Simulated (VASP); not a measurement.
Ca3BF:

```
Ca B F
1.0
     4.57770    0.00000    0.00000
     0.00000    4.57770    0.00000
     0.00000    0.00000    4.57770
Ca B F
3 1 1
Cartesian
  0.0000 2.2889 2.2889
  2.2889 0.0000 2.2889
  2.2889 2.2889 0.0000
  2.2889 2.2889 2.2889
  0.0000 0.0000 0.0000
```

| Property | Result |
| --- | --- |
| Program | VASP 6.6.1 |
| Task | relaxation of cell and atoms |
| Functional | PBE |
| Potentials or basis | VASP PAW PBE potentials, release 64 (Ca_sv, B, F) |
| Cutoff | 600 eV |
| k mesh | 4 × 4 × 4 |
| Occupations | gaussian, width 0.1 eV |
| Spin | no spin polarisation |

At the start: pressure 22.7 GPa; volume 19.19 Å³/atom.

Question: How do energy, volume and symmetry change on relaxing?

Answer: Over 4 steps the energy falls by 498.4 meV/atom and the volume is 28.48 Å³/atom (+48.4 %); space group Pm-3m (No. 221, to 0.05 Å).

The path:
| step | energy change (eV) | largest force (eV/Å) | pressure (GPa) | volume (Å³) |
| --- | --- | --- | --- | --- |
| 1 | 0.0000 | 0.0000 | 22.68 | 95.93 |
| 2 | -2.4828 | 0.0000 | 0.83 | 138.80 |
| 3 | -2.4909 | 0.0000 | -0.26 | 143.57 |
| 4 | -2.4919 | 0.0000 | -0.01 | 142.39 |

Final structure:
```
CELL_PARAMETERS angstrom
5.22193 0.00000 0.00000
0.00000 5.22193 0.00000
0.00000 0.00000 5.22193
ATOMIC_POSITIONS crystal
Ca 0.00000 0.50000 0.50000
Ca 0.50000 0.00000 0.50000
Ca 0.50000 0.50000 0.00000
B 0.50000 0.50000 0.50000
F 0.00000 0.00000 0.00000
```

Caveat: the volume moved by over 15 % at a fixed basis, so the end points are rough.
